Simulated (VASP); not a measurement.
Cs2GaAg:

```
Cs Ga Ag
1.0
     4.67175    0.00000    0.00000
    -2.33587    4.04585    0.00000
     0.00000    0.00000    7.56931
Cs Ga Ag
2 1 1
Cartesian
  2.3359 1.3486 5.6663
  0.0000 2.6972 1.9030
  0.0000 0.0000 0.0000
  0.0000 0.0000 3.7847
```

The cell was built from a structure type or drawn by symmetry, and may not be a known phase.

- Program: VASP 6.6.1
- Task: relaxation of cell and atoms
- Functional: PBE
- Potentials or basis: VASP PAW PBE potentials, release 64 (Cs_sv, Ga_d, Ag)
- Cutoff: 600 eV
- k mesh: 6 × 6 × 2
- Occupations: gaussian, width 0.1 eV
- Spin: no spin polarisation

At the start: pressure 7.1 GPa; volume 35.77 Å³/atom.

Q: Where does the relaxation end?

A: Over 17 steps the energy falls by 371.7 meV/atom and the volume is 50.72 Å³/atom (+41.8 %); space group P-3m1 (No. 164, to 0.1 Å) before and after.

The path:
```
step  energy change (eV)  largest force (eV/Å)  pressure (GPa)  volume (Å³)
   1              0.0000                0.4179            7.13       143.07
   2             -0.9929                0.2711            2.31       178.61
   3             -1.2416                0.1816            0.60       206.46
   4             -1.2749                0.1487            0.09       220.37
   5             -1.2767                0.1400           -0.04       224.75
   6             -1.2834                0.1294           -0.04       224.41
   7             -1.3034                0.0995           -0.05       223.31
   8             -1.3436                0.0454           -0.08       220.71
   9             -1.4256                0.0349           -0.12       213.88
  10             -1.3759                0.1538            0.13       193.25
  11             -1.4749                0.0463           -0.10       207.47
  12             -1.4791                0.0744           -0.01       201.82
  13             -1.4826                0.0578           -0.07       204.93
  14             -1.4832                0.0623           -0.06       204.25
  15             -1.4839                0.0374            0.12       198.51
  16             -1.4852                0.0478            0.04       201.07
  17             -1.4868                0.0228           -0.03       202.86
```

Final structure:
```
CELL_PARAMETERS angstrom
6.03945 0.00000 0.00000
-3.01973 5.23032 0.00000
0.00000 0.00000 6.42206
ATOMIC_POSITIONS crystal
Cs 0.66667 0.33333 0.71625
Cs 0.33333 0.66667 0.28375
Ga 0.00000 0.00000 0.00000
Ag 0.00000 0.00000 0.50000
```

Caveat: the k points lie up to 0.49 Å⁻¹ apart in the final cell, too coarse for converged energies and pressures of a metal; the volume moved by over 15 % at a fixed basis, so the end points are rough.
